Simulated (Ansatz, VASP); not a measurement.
# Two plane-wave programs on MgO

The input INCAR:

```
PREC = Accurate
ENCUT = 520
EDIFF = 1E-7
ISMEAR = 0
SIGMA = 0.05
LREAL = False
LASPH = True
NELM = 100
ALGO = Normal
ISIF = 2
LWAVE = False
LCHARG = False
GGA = PE
NBANDS = 16
```

File KPOINTS:

```
Automatic mesh
0
Gamma
  9 9 6
```

Contents of POSCAR:

```
MgO
1.0
    3.1798172993      0.0000000000      0.0000000000
   -1.5899086497      2.7538025606      0.0000000000
    0.0000000000      0.0000000000      5.5672241276
Mg O
2 2
Direct
    0.3333333333      0.6666666667      0.0160814757
    0.6666666667      0.3333333333      0.5160814757
    0.3333333333      0.6666666667      0.3982811987
    0.6666666667      0.3333333333      0.8982811987
```

Input for Ansatz:

```yaml
crystal:
  lattice:
    - [3.1798172993, 0.0, 0.0]
    - [-1.5899086497, 2.7538025606, 0.0]
    - [0.0, 0.0, 5.5672241276]
  atoms:
    - { symbol: Mg, position: [0.3333333333, 0.6666666667, 0.0160814757] }
    - { symbol: Mg, position: [0.6666666667, 0.3333333333, 0.5160814757] }
    - { symbol: O, position: [0.3333333333, 0.6666666667, 0.3982811987] }
    - { symbol: O, position: [0.6666666667, 0.3333333333, 0.8982811987] }
basis:
  ecutwfc: 520.0
kpoints:
  mp_grid: { grid: [9, 9, 6] }
hamiltonian:
  xc: pbe
  pseudopotentials: { kind: paw, azcp: { folder: soft_1 } }
scf:
  occupations: { method: gaussian, width: 0.05 }
output:
  forces: true
  stress: true
  eigenvalues: true
```

Alike in both runs: task single point; functional PBE; k mesh 9 × 9 × 6; occupations gaussian, width 0.05 eV; no spin polarisation.

```csv
,VASP,Ansatz
version,VASP 6.6.1,Ansatz 0.2.0
potentials or method,"VASP PAW PBE potentials, release 64 (Mg, O), cutoff 520 eV","scalar-relativistic, plane waves, PAW"
valence electrons in the cell,16,32
```

|  | VASP | Ansatz | Ansatz less VASP |
| --- | --- | --- | --- |
| gap on the k mesh at the Fermi level (eV) | 3.47 | 3.49 | +0.020 |
| least direct gap on the mesh (eV) | 3.47 | 3.49 | +0.020 |
| pressure (GPa) | 1.7 | 2.1 | +0.40 |
| traceless stress, the component that is largest in VASP (GPa) | -13.30 | -13.13 | +0.170 |
| rms of the force components (eV/Å) | 0.305 | 0.301 | -0.0042 |

Atom by atom the forces differ by 0.004 eV/Å (rms over components). The functional is the same, so the differences come from potentials, cutoffs and numerics. VASP's potentials hold 16 valence electrons a cell and Ansatz's 32, so a difference there can come from the potentials and not from the codes.
